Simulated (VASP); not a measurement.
# LiReH6 (P4/mmm) in VASP: notebook

The runs below take LiReH6 through relaxation of cell and atoms, with PBE.

All numbers are computed with VASP 6.6.1; they aren't measurements. Logs are shortened: lines on timing, memory, paths and dates and some standing lists are left out, and cuts for length are marked.

## Step 1: The cell of the first run

Symmetry: P4/mmm, No. 123, tetragonal system. The conventional cell has a = 3.312 Å, b = 3.312 Å, c = 6.546 Å, α = 90.00°, β = 90.00°, γ = 90.00°. Within 3.1 Å of Li (site symmetry 4/mmm) lie 12 H at 2.34 Å. Within 3.1 Å of Re (site symmetry 4/mmm) lie 12 H at 2.32 to 2.34 Å. Within 3.1 Å of H (site symmetry 4/mmm) lie 8 H at 2.32 Å and 4 Re at 2.34 Å. H (site symmetry 4/mmm) has 8 H at 2.34 Å and 4 Li at 2.34 Å within 3.1 Å. Within 3.1 Å of H (site symmetry 2mm) lie 2 Re at 2.32 Å and 8 H at 2.32 to 2.34 Å and 2 Li at 2.34 Å.

The cell was generated, and may not be a known phase.

## Step 2: Relaxation of cell and atoms, PBE

INCAR

```
PREC     = Accurate       # precision mode
ENCUT    = 600            # plane-wave cutoff, eV
EDIFF    = 1E-6           # SCF threshold, eV
ISMEAR   = 0              # smearing method
SIGMA    = 0.1            # smearing width, eV
LREAL    = False          # projectors in reciprocal space
LASPH    = True           # aspherical terms in the spheres
NELM     = 100            # most SCF steps
ALGO     = Normal         # electronic algorithm
ISIF     = 3              # what is computed and relaxed
LWAVE    = False          # write WAVECAR
LCHARG   = False          # write CHGCAR
GGA      = PE             # functional
IBRION   = 2              # ionic algorithm
NSW      = 90             # ionic steps
EDIFFG   = -0.04          # ionic threshold
```

KPOINTS

```
regular mesh
0
Gamma
  6 6 4
```

POSCAR

```
LiReH6
1.0
    3.3120018700      0.0000000000      0.0000000000
    0.0000000000      3.3120018700      0.0000000000
    0.0000000000      0.0000000000      6.5458782400
Li Re H
1 1 6
Direct
    0.0000000000      0.0000000000      0.5000000000
    0.0000000000      0.0000000000      0.0000000000
    0.5000000000      0.5000000000      0.0000000000
    0.5000000000      0.5000000000      0.5000000000
    0.5000000000      0.0000000000      0.2481036000
    0.5000000000      0.0000000000      0.7518964000
    0.0000000000      0.5000000000      0.2481036000
    0.0000000000      0.5000000000      0.7518964000
```

Potentials or basis: VASP PAW PBE potentials, release 64 (Li_sv, Re, H).

Launch:

```sh
$ cat potpaw_PBE.64/Li_sv/POTCAR potpaw_PBE.64/Re/POTCAR potpaw_PBE.64/H/POTCAR > POTCAR
$ mpirun -np 1 vasp_std > vasp.out
```

OUTCAR:

```text
PREC = Accurate
   ENCUT = 600
   EDIFF = 1E-6
   ISMEAR = 0
   LREAL = False
   LASPH = True
   NELM = 100
   ISIF = 3
   GGA = PE
   IBRION = 2
   NSW = 90
   EDIFFG = -0.04

 ion  position               nearest neighbor table
   1  0.000  0.000  0.500-
   2  0.000  0.000  0.000-
   3  0.500  0.500  0.000-
   4  0.500  0.500  0.500-
   5  0.500  0.000  0.248-
   6  0.500  0.000  0.752-
   7  0.000  0.500  0.248-
   8  0.000  0.500  0.752-

  LATTYP: Found a simple tetragonal cell.
 ALAT       =     3.3120018700
 C/A-ratio  =     1.9764113962

  Lattice vectors:

 A1 = (   3.3120018700,   0.0000000000,   0.0000000000)
 A2 = (   0.0000000000,   3.3120018700,   0.0000000000)
 A3 = (   0.0000000000,   0.0000000000,   6.5458782400)

Analysis of symmetry for initial positions (statically):
=====================================================================
 Subroutine PRICEL returns:
 Original cell was already a primitive cell.

 Routine SETGRP: Setting up the symmetry group for a
 simple tetragonal supercell.

 Subroutine GETGRP returns: Found 16 space group operations
 (whereof 16 operations were pure point group operations)
 out of a pool of 16 trial point group operations.

The static configuration has the point symmetry D_4h.

Analysis of symmetry for dynamics (positions and initial velocities):
=====================================================================
 Subroutine PRICEL returns:
 Original cell was already a primitive cell.

 Routine SETGRP: Setting up the symmetry group for a
 simple tetragonal supercell.

 Subroutine GETGRP returns: Found 16 space group operations
 (whereof 16 operations were pure point group operations)
 out of a pool of 16 trial point group operations.

The dynamic configuration has the point symmetry D_4h.

 Subroutine INISYM returns: Found 16 space group operations
 (whereof 16 operations are pure point group operations),
 and found     1 'primitive' translations

----------------------------------------------------------------------------------------

                                     Primitive cell

  volume of cell :      71.8041

  direct lattice vectors                    reciprocal lattice vectors
     3.312001870  0.000000000  0.000000000     0.301932197  0.000000000  0.000000000
     0.000000000  3.312001870  0.000000000     0.000000000  0.301932197  0.000000000
     0.000000000  0.000000000  6.545878240     0.000000000  0.000000000  0.152767889

  length of vectors
     3.312001870  3.312001870  6.545878240     0.301932197  0.301932197  0.152767889

  position of ions in fractional coordinates (direct lattice)
     0.000000000  0.000000000  0.500000000
     0.000000000  0.000000000  0.000000000
     0.500000000  0.500000000  0.000000000
     0.500000000  0.500000000  0.500000000
     0.500000000  0.000000000  0.248103600
     0.500000000  0.000000000  0.751896400
     0.000000000  0.500000000  0.248103600
     0.000000000  0.500000000  0.751896400

  ion indices of the primitive-cell ions
   primitive index   ion index
                 1           1
                 2           2
                 3           3
                 4           4
                 5           5
                 6           6
                 7           7
                 8           8

----------------------------------------------------------------------------------------

 KPOINTS: regular mesh

Automatic generation of k-mesh.
 Grid dimensions read from file:
 generate k-points for:    6    6    4

 Generating k-lattice:

  Cartesian coordinates                     Fractional coordinates (reciprocal lattice)
     0.050322033  0.000000000  0.000000000     0.166666667  0.000000000  0.000000000
     0.000000000  0.050322033  0.000000000     0.000000000  0.166666667  0.000000000
     0.000000000  0.000000000  0.038191972     0.000000000  0.000000000  0.250000000

  Length of vectors
     0.050322033  0.050322033  0.038191972

  Shift w.r.t. Gamma in fractional coordinates (k-lattice)
     0.000000000  0.000000000  0.000000000

 Subroutine IBZKPT returns following result:
 ===========================================

 Found     30 irreducible k-points:

 Following reciprocal coordinates:
            Coordinates               Weight
  0.000000  0.000000  0.000000      1.000000
  0.166667  0.000000  0.000000      4.000000
  0.333333  0.000000  0.000000      4.000000
  0.500000  0.000000  0.000000      2.000000
  0.166667  0.166667  0.000000      4.000000
  0.333333  0.166667  0.000000      8.000000
[... 16 lines left out ...]
  0.333333  0.000000  0.500000      4.000000
  0.500000  0.000000  0.500000      2.000000
 [... further k-points ...]
   k-points           NKPTS =     30   k-points in BZ     NKDIM =     30   number of bands    NBANDS=     13
   number of dos      NEDOS =    301   number of ions     NIONS =      8
   total plane-waves  NPLWV =  42336
   dimension x,y,z NGX =    28 NGY =   28 NGZ =   54
   dimension x,y,z NGXF=    56 NGYF=   56 NGZF=  108
   ions per type =               1   1   6
   NGX,Y,Z   is equivalent  to a cutoff of  14.05, 14.05, 13.71 a.u.
   NGXF,Y,Z  is equivalent  to a cutoff of  28.11, 28.11, 27.43 a.u.
 SYSTEM =  unknown system
   PREC   = accura    normal or accurate (medium, high low for compatibility)
   ISTART =      0    job   : 0-new  1-cont  2-samecut
   ICHARG =      2    charge: 1-file 2-atom 10-const
   ISPIN  =      1    spin polarized calculation?
   LNONCOLLINEAR =      F non collinear calculations
   LSORBIT =      F    spin-orbit coupling
   LASPH  =      T    aspherical Exc in radial PAW
   ENCUT  =  600.0 eV  44.10 Ry    6.64 a.u.   6.61  6.61 13.07*2*pi/ulx,y,z
   NELM   =    100;   NELMIN=  2; NELMDL= -5     # of ELM steps
   EDIFF  = 0.1E-05   stopping-criterion for ELM
   LREAL  =      F    real-space projection
   EDIFFG = -.4E-01   stopping-criterion for IOM
   NSW    =     90    number of steps for IOM
   IBRION =      2    ionic relax: 0-MD 1-quasi-New 2-CG
   NFREE  =      1    steps in history (QN), initial steepest desc. (CG)
   ISIF   =      3    stress and relaxation
   ISYM   =      2    0-nonsym 1-usesym 2-fastsym
   POTIM  = 0.5000    time-step for ionic-motion
   TEBEG  =    0.0;   TEEND  =   0.0 temperature during run
   PSTRESS=    0.0 pullay stress
   NELECT =      16.0000    total number of electrons
   NUPDOWN=      -1.0000    fix difference up-down
   EMIN   =  10.00;   EMAX   =-10.00  energy-range for DOS
   EFERMI =   0.00;   METHOD = LEGACY
   ISMEAR =     0;   SIGMA  =   0.10  broadening in eV -4-tet -1-fermi 0-gaus
   EFERMI_NEDOS =   21; number of points for ismear=-14 and -15
   IALGO  =     38    algorithm
   IMIX   =      4    mixing-type and parameters
     AMIX     =   0.40;   BMIX     =  1.00
     AMIX_MAG =   1.60;   BMIX_MAG =  1.00
  volume/ion in A,a.u.               =       8.98        60.57
  Fermi-wavevector in a.u.,A,eV,Ry     =   0.992503  1.875559 13.402583  0.985062
  Thomas-Fermi vector in A             =   2.124319
   LORBIT       =      0    0 simple, 1 ext, 2 COOP (PROOUT), +10 PAW based schemes
   GGA     = PE    functional components
   LHFCALC =     F    Hartree Fock is set to
   AEXX    =    0.0000 exact exchange contribution
   IVDW    =     0    specifies the selected vdW correction
   LEPSILON=     F    determine dielectric tensor
   LRPA    =     F    only Hartree local field effects (RPA)
 conjugate gradient relaxation of ions
 non-spin polarized calculation
 Gauss-broadening in eV      SIGMA  =   0.10
  energy-cutoff  :      600.00
  volume of cell :       71.80
 maximum number of plane-waves:      2420
 NGX is ok and might be reduce to    28
   NGX = 13   NGY = 13   NGZ = 27

--------------------------------------- Ionic step        1  -------------------------------------------

 number of electron      15.9999990 magnetization

 Free energy of the ion-electron system (eV)
  ---------------------------------------------------
  ext. energy  EPLUGINS =         0.00000000
  ---------------------------------------------------
  free energy    TOTEN  =       -28.48378029 eV

  energy without entropy =      -28.47035388  energy(sigma->0) =      -28.47706709

------------------------ aborting loop because EDIFF is reached ----------------------------------------

  FORCE on cell =-STRESS in cart. coord.  units (eV):
  Direction    XX          YY          ZZ          XY          YZ          ZX
  --------------------------------------------------------------------------------------
  -------------------------------------------------------------------------------------
  Total      -13.9992101    -13.9992101    -12.0153556      0.0000000      0.0000000     -0.0000000
  in kB     -312.3669266   -312.3669266   -268.1008188      0.0000000      0.0000000     -0.0000000
  external PRESSURE =    -297.6115573 kB  Pullay stress =       0.0000000 kB
[... 881 lines left out ...]
 k-point    24 :       0.5000    0.0000    0.5000
  band No.  band energies     occupation
      1     -42.7131      2.00000
      2      -5.8391      2.00000
      3      -5.1650      2.00000
      4      -5.0180      2.00000
      5      -0.9895      2.00000
      6      -0.0901      2.00000
      7       0.4093      2.00000
      8       0.9112      2.00000
      9       2.4141      0.02397
     10       3.0137      0.00000
     11       5.6373      0.00000
     12       8.3641      0.00000
     13       9.4767      0.00000

 [... further k-points ...]

[... ionic steps 4 to 15 ...]

--------------------------------------- Ionic step       16  -------------------------------------------

 number of electron      15.9999994 magnetization

------------------------ aborting loop because EDIFF is reached ----------------------------------------

  FORCE on cell =-STRESS in cart. coord.  units (eV):
  Direction    XX          YY          ZZ          XY          YZ          ZX
  --------------------------------------------------------------------------------------
  -------------------------------------------------------------------------------------
  Total       -0.0528121     -0.0528121     -0.1632002      0.0000000      0.0000000      0.0000000
  in kB       -1.4690166     -1.4690166     -4.5395660      0.0000000      0.0000000      0.0000000
  external PRESSURE =      -2.4925331 kB  Pullay stress =       0.0000000 kB
[... 69 lines left out ...]
  energy  without entropy=      -33.3622469029  energy(sigma->0) =      -33.36504934

--------------------------------------- Ionic step       18  -------------------------------------------

 number of electron      15.9999991 magnetization

 Free energy of the ion-electron system (eV)
  ---------------------------------------------------
  ext. energy  EPLUGINS =         0.00000000
  ---------------------------------------------------
  free energy    TOTEN  =       -33.37022468 eV

  energy without entropy =      -33.36450483  energy(sigma->0) =      -33.36736476

 E-fermi :   1.9766     XC(G=0):  -9.5456

 val. band max:        1.7961659190   @ k =   0.1667   0.0000   0.0000
 cond. band min:       2.0274015278   @ k =   0.3333   0.0000   0.5000
 fundamental gap:      0.2312356088
 Fermi energy:         1.9765931783

 k-point     1 :       0.0000    0.0000    0.0000
  band No.  band energies     occupation
      1     -43.2682      2.00000
      2     -10.5743      2.00000
      3      -4.9989      2.00000
      4      -4.6694      2.00000
      5      -3.4373      2.00000
      6      -0.7963      2.00000
      7       1.6855      1.99996
      8       1.6855      1.99996
      9       3.2140      0.00000
     10       3.8963      0.00000
     11       6.2814      0.00000
     12       7.8416      0.00000
[... 404 lines left out ...]
  FREE ENERGIE OF THE ION-ELECTRON SYSTEM (eV)
  ---------------------------------------------------
  free  energy   TOTEN  =       -33.3702246788 eV

  energy  without entropy=      -33.3645048342  energy(sigma->0) =      -33.36736476

 reached required accuracy - stopping structural energy minimisation
```

It took 6.8 min on 1 thread of Intel Xeon 8259CL, shared host; peak memory 0.21 GiB.

Results:

- Free energy: -33.3702 eV
- Relaxed volume: 7.31 Å³/atom
- Relaxed cell: a = 2.863 Å, b = 2.863 Å, c = 7.133 Å, α = 90.00°, β = 90.00°, γ = 90.00°
- Space group after relaxing (to 0.1 Å): P4/mmm (No. 123)
- Energy gained by relaxing: 610.8 meV/atom
- Ionic steps: 18
- Pressure after relaxing: -0.3 GPa
- Largest force after relaxing: 0.004 eV/Å
- Band gap on the k mesh: zero (bands 8 and 9 overlap by 0.08 eV)

Forces on the atoms (eV/Å):
```
Li   0.000  0.000  0.000
Re   0.000  0.000  0.000
H    0.000  0.000  0.000
H    0.000  0.000  0.000
H    0.000  0.000  0.004
H    0.000  0.000 -0.004
H    0.000  0.000  0.004
H    0.000  0.000 -0.004
```

The path:
```csv
step,energy change (eV),largest force (eV/Å),pressure (GPa),volume (Å³)
1,0.0000,1.7583,-29.76,71.80
2,-3.2997,1.5016,-21.73,55.83
3,-4.3097,0.8151,-0.18,46.67
4,-4.3169,0.6599,4.87,45.43
5,-4.3193,0.7192,2.93,45.89
6,-4.4378,0.5142,3.57,46.46
7,-4.5974,0.0403,5.95,47.89
8,-4.6072,0.2505,7.05,48.39
9,-4.6922,0.1612,3.51,50.18
10,-4.7754,0.0078,-2.77,54.31
11,-4.7773,0.0380,-3.75,55.11
12,-4.8453,0.0333,-1.56,55.37
13,-4.8735,0.0180,1.45,55.61
14,-4.8780,0.0760,0.52,56.39
15,-4.8792,0.1228,-0.23,57.04
16,-4.8837,0.0757,-0.25,57.60
17,-4.8841,0.0784,-0.25,59.30
18,-4.8864,0.0043,-0.26,58.47
```

Final structure:
```yaml
crystal:
  lattice:
    - [2.86313, 0.00000, 0.00000]
    - [0.00000, 2.86313, 0.00000]
    - [0.00000, 0.00000, 7.13285]
  atoms:
    - { symbol: Li, position: [0.00000, 0.00000, 0.50000] }
    - { symbol: Re, position: [0.00000, 0.00000, 0.00000] }
    - { symbol: H, position: [0.50000, 0.50000, 0.00000] }
    - { symbol: H, position: [0.50000, 0.50000, 0.50000] }
    - { symbol: H, position: [0.50000, 0.00000, 0.16600] }
    - { symbol: H, position: [0.50000, 0.00000, 0.83400] }
    - { symbol: H, position: [0.00000, 0.50000, 0.16600] }
    - { symbol: H, position: [0.00000, 0.50000, 0.83400] }
```

Levels at points of the mesh, in eV from the Fermi level:
```
           k point  band 6  band 7  band 8  band 9  band 10  band 11
(0.00, 0.00, 0.00)   -2.77   -0.29   -0.29    1.24     1.92     4.30
(0.50, 0.00, 0.00)   -2.55   -2.45   -1.46    0.17     1.11     3.49
(0.50, 0.50, 0.00)   -3.46   -0.89    0.13    2.88     5.01     5.01
(0.00, 0.00, 0.50)   -2.90   -0.29   -0.29    1.24     1.91     3.60
(0.50, 0.00, 0.50)   -2.53   -2.25   -1.46    0.17     0.55     3.60
(0.50, 0.50, 0.50)   -3.43   -0.90    0.09    2.88     4.53     4.53
```

Caveat: the cutoff is under 1.25 times the usual one of these potentials, so pressure, stress and relaxed cells hold a basis-set (Pulay) error; the volume moved by over 15 % at a fixed basis, so the end points are rough; spin-orbit coupling is left out, which moves the levels of the heavy elements.

## Step 3: Relaxation of cell and atoms, PBE

This run uses another cell than the first one, of 7.42 Å³/atom.

INCAR

```
SYSTEM = LiReH6
ALGO = Normal
EDIFF = 1E-6
EDIFFG = -0.01
ENCUT = 600
GGA = PE
IBRION = 2
ISIF = 3
ISMEAR = 0
LASPH = .True.
LCHARG = .False.
LREAL = .False.
LWAVE = .False.
NELM = 80
NSW = 100
PREC = Accurate
SIGMA = 0.1
```

KPOINTS

```
k-points
0
Gamma
  14 14 6
  0 0 0
```

POSCAR

```
LiReH6
1.0
    2.8545462790      0.0000000000      0.0000000000
    0.0000000000      2.8545462790      0.0000000000
    0.0000000000      0.0000000000      7.2815771778
Li Re H
1 1 6
Direct
    0.0000000000      0.0000000000      0.5000000000
    0.0000000000      0.0000000000      0.0000000000
    0.5000000000      0.5000000000      0.0000000000
    0.5000000000      0.5000000000      0.5000000000
    0.5000000000      0.0000000000      0.1623011838
    0.5000000000      0.0000000000      0.8376988162
    0.0000000000      0.5000000000      0.1623011838
    0.0000000000      0.5000000000      0.8376988162
```

Potentials or basis: VASP PAW PBE potentials, release 64 (Li_sv, Re, H).

Launch:

```sh
$ cat potpaw_PBE.64/Li_sv/POTCAR potpaw_PBE.64/Re/POTCAR potpaw_PBE.64/H/POTCAR > POTCAR
$ mpirun -np 1 vasp_std > vasp.out
```

It took 3.1 min on 1 thread of Intel Xeon 8259CL, shared host; peak memory 0.28 GiB.

The run converged. Its results:

```yaml
Free_energy: -33.3523 eV
Relaxed_volume: 7.45 Å³/atom
Relaxed_cell: a = 2.858 Å, b = 2.858 Å, c = 7.294 Å, α = 90.00°, β = 90.00°, γ = 90.00°
Space_group_after_relaxing_to_0.1_Å: P4/mmm (No. 123)
Energy_gained_by_relaxing: 0.1 meV/atom
Ionic_steps: 2
Pressure_after_relaxing: -0.1 GPa
Largest_force_after_relaxing: 0.010 eV/Å
Band_gap_on_the_k_mesh: zero (bands 8 and 9 overlap by 0.30 eV)
```

Forces in eV/Å, atoms in the order of the input:
```
Li   0.000  0.000  0.000
Re   0.000  0.000  0.000
H    0.000  0.000  0.000
H    0.000  0.000  0.000
H    0.000  0.000  0.010
H    0.000  0.000 -0.010
H    0.000  0.000  0.010
H    0.000  0.000 -0.010
```

Stress tensor (GPa, compression positive):
```
-0.19  0.00  0.00
 0.00 -0.19  0.00
 0.00  0.00  0.07
```

Step by step:
| step | energy change (eV) | largest force (eV/Å) | pressure (GPa) | volume (Å³) |
| --- | --- | --- | --- | --- |
| 1 | 0.0000 | 0.0563 | 0.59 | 59.33 |
| 2 | -0.0007 | 0.0099 | -0.11 | 59.57 |

Final structure:
```
Li Re H
1.0
     2.85764    0.00000    0.00000
     0.00000    2.85764    0.00000
     0.00000    0.00000    7.29438
Li Re H
1 1 6
Direct
  0.00000 0.00000 0.50000
  0.00000 0.00000 0.00000
  0.50000 0.50000 0.00000
  0.50000 0.50000 0.50000
  0.50000 0.00000 0.16267
  0.50000 0.00000 0.83733
  0.00000 0.50000 0.16267
  0.00000 0.50000 0.83733
```

Levels at points of the mesh, in eV from the Fermi level:
| k point | band 6 | band 7 | band 8 | band 9 | band 10 | band 11 |
| --- | --- | --- | --- | --- | --- | --- |
| (0.00, 0.00, 0.00) | -2.83 | -0.32 | -0.32 | 1.25 | 1.93 | 4.07 |
| (0.50, 0.00, 0.00) | -2.58 | -2.34 | -1.47 | 0.14 | 1.04 | 3.52 |
| (0.50, 0.50, 0.00) | -3.44 | -0.92 | 0.26 | 2.91 | 5.09 | 5.09 |
| (0.00, 0.00, 0.50) | -2.93 | -0.32 | -0.32 | 1.25 | 1.93 | 3.44 |
| (0.50, 0.00, 0.50) | -2.57 | -2.17 | -1.47 | 0.14 | 0.55 | 3.62 |
| (0.50, 0.50, 0.50) | -3.42 | -0.93 | 0.22 | 2.91 | 4.65 | 4.65 |

Caveat: the cutoff is under 1.25 times the usual one of these potentials, so pressure, stress and relaxed cells hold a basis-set (Pulay) error; spin-orbit coupling is left out, which moves the levels of the heavy elements.

The gap in the log of VASP goes by the Fermi energy; the results here count the filled bands.